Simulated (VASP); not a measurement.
Here is a VASP 6.6.1 calculation.

The input INCAR:

```
SYSTEM = Mo
PREC = Accurate
ENCUT = 520
EDIFF = 1E-6
ISMEAR = -1
SIGMA = 0.1
LREAL = .FALSE.
LASPH = .TRUE.
NELM = 100
ALGO = Normal
ISIF = 2
LWAVE = .FALSE.
LCHARG = .FALSE.
GGA = RE
NBANDS = 21
```

Contents of KPOINTS:

```
Automatic mesh
0
G
  15 15 7
  0 0 0
```

POSCAR

```
Mo
1.0
    2.8743522722      0.0000000000      0.0000000000
   -1.4371761361      2.4892620872      0.0000000000
    0.0000000000      0.0000000000      5.0978833466
Mo
2
Direct
    0.3333333333      0.6666666667      0.2500000000
    0.6666666667      0.3333333333      0.7500000000
```

Potentials or basis: VASP PAW PBE potentials, release 64 (Mo_sv).

Command:

```sh
$ cat potpaw_PBE.64/Mo_sv/POTCAR > POTCAR
$ mpirun -np 1 vasp_std > vasp.out
```

**Question.** What does it give for the band gap on the k mesh?

**Answer.** Zero (bands 14 and 15 overlap by 1.40 eV).

**Question.** Estimate the pressure.

**Answer.** -20.3 GPa.

Stress tensor (GPa, compression positive):
```
-21.53   0.00   0.00
  0.00 -21.53   0.00
  0.00   0.00 -17.95
```

Caveat: the cell stands under tension; the PAW data sets were made with another functional, which shifts forces and pressure a little.
